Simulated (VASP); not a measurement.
A run of VASP 6.6.1 is set up as follows.

Contents of INCAR:

```
SYSTEM = Si4Mo
PREC = Accurate
ENCUT = 520
EDIFF = 1E-6
ISMEAR = 0
SIGMA = 0.2
LREAL = .False.
LASPH = .True.
NELM = 80
ALGO = Normal
ISIF = 2
LWAVE = .False.
LCHARG = .False.
GGA = PE
NBANDS = 23
```

The input KPOINTS:

```
regular mesh
0
Gamma
  4 4 4
  0 0 0
```

The input POSCAR:

```
Si4Mo
1.0
    2.3772170859     -3.9879298390     -0.0813933152
    2.3772170859      3.9879298390     -0.0813933152
   -2.2278278402      0.0000000000      4.3779603672
Si Mo
4 1
Direct
    0.0000000000      0.0000000000      0.0000000000
    0.3297096252      0.6702903748      0.5000000000
    0.6702903748      0.3297096252      0.5000000000
    0.5000000000      0.5000000000      0.0000000000
    0.0000000000      0.0000000000      0.5000000000
```

Potentials or basis: VASP PAW PBE potentials, release 64 (Si, Mo_sv).

Run with:

```sh
$ cat potpaw_PBE.64/Si/POTCAR potpaw_PBE.64/Mo_sv/POTCAR > POTCAR
$ mpirun -np 1 vasp_std > vasp.out
```

(1) Predict the largest force.

(2) Predict the band gap on the k mesh.

(3) Estimate the pressure.

Results:

(1) 0.007 eV/Å.

(2) zero (bands 15 and 16 overlap by 0.84 eV).

(3) 0.1 GPa.

Caveat: the k points lie up to 0.43 Å⁻¹ apart, too coarse for converged energies and pressures of a metal.
